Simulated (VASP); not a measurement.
# SnSe (I4/mmm) in VASP: a series of runs

The runs below take SnSe through single point, with r2SCAN.

All numbers are computed with VASP 6.6.1; they aren't measurements. Logs are shortened: lines on timing, memory, paths and dates and some standing lists are left out, and cuts for length are marked.

## Step 1: The cell of the first run

Symmetry: I4/mmm, No. 139, tetragonal system. The conventional cell has a = 4.076 Å, b = 4.076 Å, c = 6.061 Å, α = 90.00°, β = 90.00°, γ = 90.00°. Sn (site symmetry 4/mmm) has 6 Se at 2.88 to 3.03 Å within 3.8 Å. Se (site symmetry 4/mmm) has 6 Sn at 2.88 to 3.03 Å within 3.8 Å.

## Step 2: Single point, r2SCAN (epitaxial xy strain -4.0%)

POSCAR

```
SnSe
1.0
    0.0000000000      2.8820286276      3.0303281388
    2.8820286276      0.0000000000      3.0303281388
    2.8820286276      2.8820286276      0.0000000000
Sn Se
1 1
Direct
    0.0000000000      0.0000000000      0.0000000000
    0.5000000000      0.5000000000      0.5000000000
```

INCAR.step1

```
SYSTEM = SnSe
  ALGO = Normal
  EDIFF = 1E-5
  ENCUT = 550
  GGA = PE
  GGA_COMPAT = .FALSE.
  ISMEAR = -1
  LASPH = .TRUE.
  LCHARG = .FALSE.
  LREAL = .FALSE.
  LWAVE = .TRUE.
  NBANDS = 17
  NELM = 120
  PREC = Accurate
  SIGMA = 0.02
```

INCAR.step2

```
SYSTEM = SnSe
  ALGO = Normal
  EDIFF = 1E-6
  ENCUT = 550
  GGA_COMPAT = .FALSE.
  ISIF = 2
  ISMEAR = -1
  ISTART = 1
  LASPH = .TRUE.
  LCHARG = .FALSE.
  LMIXTAU = .TRUE.
  LREAL = .FALSE.
  LWAVE = .FALSE.
  METAGGA = R2SCAN
  NBANDS = 17
  NELM = 120
  PREC = Accurate
  SIGMA = 0.02
```

KPOINTS

```
k-points
0
G
  8 8 8
  0 0 0
```

Potentials or basis: VASP PAW PBE potentials, release 64 (Sn_d, Se).

Command:

```console
$ cat potpaw_PBE.64/Sn_d/POTCAR potpaw_PBE.64/Se/POTCAR > POTCAR
$ cp INCAR.step1 INCAR
$ mpirun -np 1 vasp_std > vasp.out
$ cp INCAR.step2 INCAR
$ mpirun -np 1 vasp_std > vasp.out
```

OUTCAR:

```text
SYSTEM = SnSe
   EDIFF = 1E-6
   ENCUT = 550
   ISIF = 2
   ISMEAR = -1
   ISTART = 1
   LASPH = .TRUE.
   LREAL = .FALSE.
   METAGGA = R2SCAN
   NELM = 120
   PREC = Accurate

 ion  position               nearest neighbor table
   1  0.000  0.000  0.000-   2 2.88   2 2.88   2 2.88   2 2.88   2 3.03   2 3.03
   2  0.500  0.500  0.500-   1 2.88   1 2.88   1 2.88   1 2.88   1 3.03   1 3.03

  LATTYP: Found a body centered tetragonal cell.
 ALAT       =     4.0758039723
 C/A-ratio  =     1.4869842413

  Lattice vectors:

 A1 = (  -2.8820286276,   0.0000000000,   3.0303281388)
 A2 = (   2.8820286276,   0.0000000000,   3.0303281388)
 A3 = (   0.0000000000,   2.8820286276,  -3.0303281388)

Analysis of symmetry for initial positions (statically):
=====================================================================
 Subroutine PRICEL returns:
 Original cell was already a primitive cell.

 Routine SETGRP: Setting up the symmetry group for a
 body centered tetragonal supercell.

 Subroutine GETGRP returns: Found 16 space group operations
 (whereof 16 operations were pure point group operations)
 out of a pool of 16 trial point group operations.

The static configuration has the point symmetry D_4h.

Analysis of symmetry for dynamics (positions and initial velocities):
=====================================================================
 Subroutine PRICEL returns:
 Original cell was already a primitive cell.

 Routine SETGRP: Setting up the symmetry group for a
 body centered tetragonal supercell.

 Subroutine GETGRP returns: Found 16 space group operations
 (whereof 16 operations were pure point group operations)
 out of a pool of 16 trial point group operations.

The dynamic configuration has the point symmetry D_4h.

 Subroutine INISYM returns: Found 16 space group operations
 (whereof 16 operations are pure point group operations),
 and found     1 'primitive' translations

----------------------------------------------------------------------------------------

                                     Primitive cell

  volume of cell :      50.3404

  direct lattice vectors                    reciprocal lattice vectors
     0.000000000  2.882028628  3.030328139    -0.173488908  0.173488908  0.164998633
     2.882028628  0.000000000  3.030328139     0.173488908 -0.173488908  0.164998633
     2.882028628  2.882028628  0.000000000     0.173488908  0.173488908 -0.164998633

  length of vectors
     4.181982501  4.181982501  4.075803972     0.295671019  0.295671019  0.295671019

  position of ions in fractional coordinates (direct lattice)
     0.000000000  0.000000000  0.000000000
     0.500000000  0.500000000  0.500000000

  ion indices of the primitive-cell ions
   primitive index   ion index
                 1           1
                 2           2

----------------------------------------------------------------------------------------

 KPOINTS: k-points

Automatic generation of k-mesh.
 Grid dimensions read from file:
 generate k-points for:    8    8    8

 Generating k-lattice:

  Cartesian coordinates                     Fractional coordinates (reciprocal lattice)
    -0.021686114  0.021686114  0.020624829     0.125000000  0.000000000  0.000000000
     0.021686114 -0.021686114  0.020624829     0.000000000  0.125000000  0.000000000
     0.021686114  0.021686114 -0.020624829     0.000000000  0.000000000  0.125000000

  Length of vectors
     0.036958877  0.036958877  0.036958877

  Shift w.r.t. Gamma in fractional coordinates (k-lattice)
     0.000000000  0.000000000  0.000000000

 Subroutine IBZKPT returns following result:
 ===========================================

 Found     59 irreducible k-points:

 Following reciprocal coordinates:
            Coordinates               Weight
  0.000000  0.000000  0.000000      1.000000
  0.125000  0.000000  0.000000      8.000000
  0.250000  0.000000  0.000000      8.000000
  0.375000  0.000000  0.000000      8.000000
  0.500000  0.000000  0.000000      4.000000
  0.125000  0.125000  0.000000      2.000000
[... 16 lines left out ...]
  0.250000  0.000000  0.125000     16.000000
  0.375000  0.000000  0.125000     16.000000
 [... further k-points ...]
   k-points           NKPTS =     59   k-points in BZ     NKDIM =     59   number of bands    NBANDS=     17
   number of dos      NEDOS =    301   number of ions     NIONS =      2
   total plane-waves  NPLWV =  32768
   dimension x,y,z NGX =    32 NGY =   32 NGZ =   32
   dimension x,y,z NGXF=    64 NGYF=   64 NGZF=   64
   ions per type =               1   1
   NGX,Y,Z   is equivalent  to a cutoff of  12.72, 12.72, 13.05 a.u.
   NGXF,Y,Z  is equivalent  to a cutoff of  25.44, 25.44, 26.10 a.u.
 SYSTEM =  SnSe
   PREC   = accura    normal or accurate (medium, high low for compatibility)
   ISTART =      1    job   : 0-new  1-cont  2-samecut
   ICHARG =      0    charge: 1-file 2-atom 10-const
   ISPIN  =      1    spin polarized calculation?
[... 93 lines left out ...]
     17      17.7920      0.00000

 k-point     4 :       0.3750    0.0000    0.0000
  band No.  band energies     occupation
      1     -15.9186      2.00000
      2     -15.9074      2.00000
      3     -15.8942      2.00000
      4     -15.8834      2.00000
      5     -15.8716      2.00000
      6      -7.7593      2.00000
[... 9 lines left out ...]
     16      15.7358      0.00000
     17      18.8894      0.00000

 k-point     5 :       0.5000    0.0000    0.0000
  band No.  band energies     occupation
      1     -15.9200      2.00000
      2     -15.9097      2.00000
      3     -15.8938      2.00000
      4     -15.8812      2.00000
      5     -15.8686      2.00000
      6      -7.5340      2.00000
[... 9 lines left out ...]
     16      17.2074      0.00000
     17      17.6605      0.00000

 k-point     6 :       0.1250    0.1250    0.0000
  band No.  band energies     occupation
      1     -15.9175      2.00000
      2     -15.8941      2.00000
      3     -15.8941      2.00000
      4     -15.8917      2.00000
      5     -15.8882      2.00000
      6      -8.5356      2.00000
[... 9 lines left out ...]
     16      13.8203      0.00000
     17      15.6361      0.00000

 k-point     7 :       0.2500    0.1250    0.0000
  band No.  band energies     occupation
      1     -15.9222      2.00000
      2     -15.8952      2.00000
      3     -15.8916      2.00000
      4     -15.8875      2.00000
      5     -15.8864      2.00000
      6      -8.2646      2.00000
[... 9 lines left out ...]
     16      14.7353      0.00000
     17      17.1706      0.00000

 k-point     8 :       0.3750    0.1250    0.0000
  band No.  band energies     occupation
      1     -15.9250      2.00000
      2     -15.9006      2.00000
      3     -15.8908      2.00000
      4     -15.8823      2.00000
      5     -15.8799      2.00000
      6      -7.8449      2.00000
[... 9 lines left out ...]
     16      16.1419      0.00000
     17      19.0349      0.00000
[... 203 lines left out ...]
      1     -15.9506      2.00000
      2     -15.8919      2.00000
      3     -15.8876      2.00000
      4     -15.8776      2.00000
      5     -15.8762      2.00000
      6      -7.3509      2.00000
[... 9 lines left out ...]
     16      18.8010      0.00000
     17      18.9122      0.00000

 k-point    20 :      -0.3750    0.3750    0.0000
  band No.  band energies     occupation
      1     -15.9426      2.00000
      2     -15.8940      2.00000
      3     -15.8845      2.00000
      4     -15.8819      2.00000
      5     -15.8778      2.00000
      6      -7.2538      2.00000
[... 9 lines left out ...]
     16      17.2961      0.00000
     17      19.1464      0.00000

 k-point    21 :       0.5000    0.5000    0.0000
  band No.  band energies     occupation
      1     -15.9566      2.00000
      2     -15.8950      2.00000
      3     -15.8843      2.00000
      4     -15.8749      2.00000
      5     -15.8749      2.00000
      6      -7.3102      2.00000
[... 9 lines left out ...]
     16      19.6177      0.00000
     17      20.0098      0.00000

 k-point    22 :       0.1250    0.0000    0.1250
  band No.  band energies     occupation
      1     -15.9113      2.00000
      2     -15.8989      2.00000
      3     -15.8973      2.00000
      4     -15.8944      2.00000
      5     -15.8824      2.00000
      6      -8.5117      2.00000
[... 9 lines left out ...]
     16      13.9287      0.00000
     17      14.7280      0.00000

 k-point    23 :       0.2500    0.0000    0.1250
  band No.  band energies     occupation
      1     -15.9130      2.00000
      2     -15.9025      2.00000
      3     -15.8990      2.00000
      4     -15.8901      2.00000
      5     -15.8764      2.00000
      6      -8.2180      2.00000
[... 9 lines left out ...]
     16      14.8506      0.00000
     17      16.1918      0.00000

 k-point    24 :       0.3750    0.0000    0.1250
  band No.  band energies     occupation
      1     -15.9172      2.00000
      2     -15.9081      2.00000
      3     -15.8967      2.00000
      4     -15.8856      2.00000
      5     -15.8699      2.00000
      6      -7.7879      2.00000
[... 9 lines left out ...]
     16      16.3913      0.00000
     17      18.2717      0.00000

 [... further k-points ...]
[... 5 lines left out ...]
  --------------------------------------------------------------------------------------
  -------------------------------------------------------------------------------------
  Total        2.5119734      2.5119734      0.0147199      0.0000000     -0.0000000     -0.0000000
  in kB       79.9483281     79.9483281      0.4684875      0.0000000     -0.0000000     -0.0000000
  external PRESSURE =      53.4550479 kB  Pullay stress =       0.0000000 kB

 VOLUME and BASIS-vectors are now :
 -----------------------------------------------------------------------------
  energy-cutoff  :      550.00
  volume of cell :       50.34
      direct lattice vectors                 reciprocal lattice vectors
     0.000000000  2.882028628  3.030328139    -0.173488908  0.173488908  0.164998633
     2.882028628  0.000000000  3.030328139     0.173488908 -0.173488908  0.164998633
     2.882028628  2.882028628  0.000000000     0.173488908  0.173488908 -0.164998633

 POSITION                                       TOTAL-FORCE (eV/Angst)
 -----------------------------------------------------------------------------------
      0.00000      0.00000      0.00000         0.000000      0.000000      0.000000
      2.88203      2.88203      3.03033        -0.000000     -0.000000     -0.000000
 -----------------------------------------------------------------------------------
    total drift:                                0.000000     -0.000000     -0.000000

  FREE ENERGIE OF THE ION-ELECTRON SYSTEM (eV)
  ---------------------------------------------------
  free  energy   TOTEN  =       -39.7768754848 eV

  energy  without entropy=      -39.7768754842  energy(sigma->0) =      -39.77687548
```

Wall time 3.9 min (1 thread of Intel Xeon 8259CL, shared host); peak memory 0.22 GiB.

Results:

| Quantity | Value |
| --- | --- |
| Free energy | -39.7769 eV |
| Pressure | 5.3 GPa |
| Band gap on the k mesh | 0.72 eV, indirect (least direct gap 0.83 eV) |

Caveat: the cell differs from its parent crystal (epitaxial xy strain -4.0%); the PAW data sets were made with another functional, which shifts forces and pressure a little; spin-orbit coupling is left out, which moves the levels of the heavy elements. A k mesh can miss the band edges.

## Step 3: Single point, r2SCAN (epitaxial xy strain -3.0%)

POSCAR

```
SnSe
1.0
    0.0000000000      2.9120497591      3.0253233071
    2.9120497591      0.0000000000      3.0253233071
    2.9120497591      2.9120497591      0.0000000000
Sn Se
1 1
Direct
    0.0000000000      0.0000000000      0.0000000000
    0.5000000000      0.5000000000      0.5000000000
```

INCAR.step1

```
  PREC = Accurate
  ENCUT = 550
  ISMEAR = -1
  SIGMA = 0.02
  LREAL = False
  LASPH = True
  NELM = 120
  NBANDS = 17
  GGA = PE
  ALGO = Normal
  EDIFF = 1E-5
  LWAVE = True
  LCHARG = False
  GGA_COMPAT = False
```

INCAR.step2

```
  PREC = Accurate
  ENCUT = 550
  EDIFF = 1E-6
  ISMEAR = -1
  SIGMA = 0.02
  LREAL = False
  LASPH = True
  NELM = 120
  ALGO = Normal
  ISIF = 2
  LWAVE = False
  LCHARG = False
  METAGGA = R2SCAN
  LMIXTAU = True
  NBANDS = 17
  ISTART = 1
  GGA_COMPAT = False
```

KPOINTS

```
regular mesh
0
Gamma
  8 8 8
```

Potentials or basis: VASP PAW PBE potentials, release 64 (Sn_d, Se).

Command:

```console
$ cat potpaw_PBE.64/Sn_d/POTCAR potpaw_PBE.64/Se/POTCAR > POTCAR
$ cp INCAR.step1 INCAR
$ mpirun -np 1 vasp_std > vasp.out
$ cp INCAR.step2 INCAR
$ mpirun -np 1 vasp_std > vasp.out
```

Run time: 4 min. Hardware: 1 thread of Intel Xeon 8259CL, shared host; peak memory 0.22 GiB.

The run converged. Its results:

| Property | Result |
| --- | --- |
| Free energy | -39.8220 eV |
| Pressure | 3.8 GPa |
| Band gap on the k mesh | 0.70 eV, indirect (least direct gap 0.80 eV) |

Stress tensor (GPa, compression positive):
```
5.70 0.00 0.00
0.00 5.70 0.00
0.00 0.00 0.01
```

Levels at points of the mesh, in eV from the valence-band top:
```tsv
k point	band 8	band 9	band 10	band 11	band 12	band 13
(0.00, 0.00, 0.00)	-2.91	-2.91	-2.53	4.02	5.00	5.00
(0.50, 0.00, 0.00)	-2.54	-2.45	0.00	0.80	1.07	1.25
(0.50, 0.50, 0.00)	-6.17	-4.30	-4.30	3.05	6.04	6.04
(0.50, 0.00, 0.50)	-6.37	-4.62	-4.16	2.92	5.31	6.35
```

Caveat: the cell differs from its parent crystal (epitaxial xy strain -3.0%); the PAW data sets were made with another functional, which shifts forces and pressure a little; spin-orbit coupling is left out, which moves the levels of the heavy elements. A k mesh can miss the band edges.

## Step 4: Single point, r2SCAN (epitaxial xy strain -2.0%)

POSCAR

```
SnSe
1.0
    0.0000000000      2.9420708907      3.0125935861
    2.9420708907      0.0000000000      3.0125935861
    2.9420708907      2.9420708907      0.0000000000
Sn Se
1 1
Direct
    0.0000000000      0.0000000000      0.0000000000
    0.5000000000      0.5000000000      0.5000000000
```

INCAR.step1

```
ALGO     = Normal         # electronic algorithm
EDIFF    = 1E-5           # SCF threshold, eV
ENCUT    = 550            # plane-wave cutoff, eV
GGA      = PE             # functional
GGA_COMPAT= False        
ISMEAR   = -1             # smearing method
LASPH    = True           # aspherical terms in the spheres
LCHARG   = False          # write CHGCAR
LREAL    = False          # projectors in reciprocal space
LWAVE    = True           # write WAVECAR
NBANDS   = 17             # bands
NELM     = 120            # most SCF steps
PREC     = Accurate       # precision mode
SIGMA    = 0.02           # smearing width, eV
```

INCAR.step2

```
ALGO     = Normal         # electronic algorithm
EDIFF    = 1E-6           # SCF threshold, eV
ENCUT    = 550            # plane-wave cutoff, eV
GGA_COMPAT= False        
ISIF     = 2              # what is computed and relaxed
ISMEAR   = -1             # smearing method
ISTART   = 1            
LASPH    = True           # aspherical terms in the spheres
LCHARG   = False          # write CHGCAR
LMIXTAU  = True         
LREAL    = False          # projectors in reciprocal space
LWAVE    = False          # write WAVECAR
METAGGA  = R2SCAN         # meta-GGA
NBANDS   = 17             # bands
NELM     = 120            # most SCF steps
PREC     = Accurate       # precision mode
SIGMA    = 0.02           # smearing width, eV
```

KPOINTS

```
k-points
0
Gamma
  8 8 8
```

Command:

```console
$ cat potpaw_PBE.64/Sn_d/POTCAR potpaw_PBE.64/Se/POTCAR > POTCAR
$ cp INCAR.step1 INCAR
$ mpirun -np 1 vasp_std > vasp.out
$ cp INCAR.step2 INCAR
$ mpirun -np 1 vasp_std > vasp.out
```

It took 3.5 min on 1 thread of Intel Xeon 8259CL, shared host; peak memory 0.22 GiB.

It converged, with:

```
Free energy            : -39.8530 eV
Pressure               : 2.6 GPa
Band gap on the k mesh : 0.69 eV, direct
```

Stress tensor (GPa, compression positive):
```
3.70 0.00 0.00
0.00 3.70 0.00
0.00 0.00 0.32
```

Levels at points of the mesh, in eV from the valence-band top:
```tsv
k point	band 6	band 7	band 8	band 9	band 10	band 11	band 12	band 13	band 14	band 15
(0.00, 0.00, 0.00)	-15.02	-5.05	-2.83	-2.83	-2.59	4.17	4.78	4.78	5.90	6.08
(0.50, 0.00, 0.00)	-13.95	-8.80	-2.50	-2.44	0.00	0.69	1.08	1.20	8.73	10.50
(0.50, 0.50, 0.00)	-13.67	-6.25	-6.21	-4.26	-4.26	3.05	5.86	5.86	6.27	10.79
(0.50, 0.00, 0.50)	-13.56	-6.37	-6.27	-4.46	-4.18	2.96	5.40	6.04	6.62	10.73
```

Caveat: the cell differs from its parent crystal (epitaxial xy strain -2.0%); the PAW data sets were made with another functional, which shifts forces and pressure a little; spin-orbit coupling is left out, which moves the levels of the heavy elements. A k mesh can miss the band edges.

## Step 5: Overview

| cell | gap on the mesh (eV) | pressure (GPa) |
| --- | --- | --- |
| a = 4.182, b = 4.182, c = 4.076 Å, angles 60.8, 60.8, 58.3°, 2 atoms | 0.72 | 5.3 |
| a = 4.199, b = 4.199, c = 4.118 Å, angles 60.6, 60.6, 58.7°, 2 atoms | 0.70 | 3.8 |
| a = 4.211, b = 4.211, c = 4.161 Å, angles 60.4, 60.4, 59.2°, 2 atoms | 0.69 | 2.6 |

Alike in all rows: task single point; level r2SCAN; potentials or basis VASP PAW PBE potentials, release 64 (Sn_d, Se); no spin polarisation; k mesh 8 × 8 × 8; cutoff (eV) 550; smearing fermi-dirac 0.02 eV.

Caveats: the PAW data sets were made with another functional, which shifts forces and pressure a little; spin-orbit coupling is left out, which moves the levels of the heavy elements.

Absolute energies hang on the potentials; compare differences alone.
